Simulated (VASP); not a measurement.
Set up this calculation in VASP 6.6.1, as the native input.

```yaml
Task: single point
Functional: r2SCAN
Potentials_or_basis: VASP PAW PBE potentials, release 64 (Co, Ti_sv)
Cutoff: 520 eV
k_mesh: 9 × 9 × 9
Occupations: fermi-dirac, width 0.05 eV
Spin: collinear spin, ferromagnetic start
Starting_moments: "[2.0, 1.0] μB"
Dipole_correction: no
Further_INCAR_settings: ALGO = Normal; EDIFF = 1e-07; NBANDS = 22
```

TiCo:

```
Co Ti
1.0
     3.02541    0.00000    0.00000
     0.00000    3.02541    0.00000
     0.00000    0.00000    3.02541
Co Ti
1 1
Direct
  0.50000 0.50000 0.50000
  0.00000 0.00000 0.00000
```

These files were run (other wordings do the same):

POSCAR

```
TiCo
1.0
    3.0254064304      0.0000000000      0.0000000000
    0.0000000000      3.0254064304      0.0000000000
    0.0000000000      0.0000000000      3.0254064304
Co Ti
1 1
Direct
    0.5000000000      0.5000000000      0.5000000000
    0.0000000000      0.0000000000      0.0000000000
```

INCAR.step1

```
SYSTEM = TiCo
ALGO = Normal
EDIFF = 1E-4
ENCUT = 520
GGA = PE
ISMEAR = -1
ISPIN = 2
LASPH = .TRUE.
LCHARG = .FALSE.
LMAXMIX = 4
LREAL = .FALSE.
LWAVE = .TRUE.
MAGMOM = 2 1
NBANDS = 22
NELM = 150
PREC = Accurate
SIGMA = 0.05
```

INCAR.step2

```
SYSTEM = TiCo
ALGO = Normal
EDIFF = 1E-7
ENCUT = 520
ISIF = 2
ISMEAR = -1
ISPIN = 2
ISTART = 1
LASPH = .TRUE.
LCHARG = .FALSE.
LMAXMIX = 4
LMIXTAU = .TRUE.
LORBIT = 11
LREAL = .FALSE.
LWAVE = .FALSE.
MAGMOM = 2 1
METAGGA = R2SCAN
NBANDS = 22
NELM = 150
PREC = Accurate
SIGMA = 0.05
```

KPOINTS

```
k-points
0
G
  9 9 9
  0 0 0
```

Potentials or basis: VASP PAW PBE potentials, release 64 (Co, Ti_sv).

Launch:

```console
$ cat potpaw_PBE.64/Co/POTCAR potpaw_PBE.64/Ti_sv/POTCAR > POTCAR
$ cp INCAR.step1 INCAR
$ mpirun -np 1 vasp_std > vasp.out
$ cp INCAR.step2 INCAR
$ mpirun -np 1 vasp_std > vasp.out
```

It gave:

| Quantity | Value |
| --- | --- |
| Pressure | -5.0 GPa |
| Net moment | 0.87 μB per cell |
| Site moments | Co +1.45; Ti -0.34 μB |
| Valence electrons inside the program's atomic spheres | Co 8.26; Ti 10.19 |

Caveat: the cell stands under tension; the PAW data sets were made with another functional, which shifts forces and pressure a little.

Run time: 2.6 min on 1 thread of Intel Xeon 8259CL (shared host), peak memory 0.18 GiB.
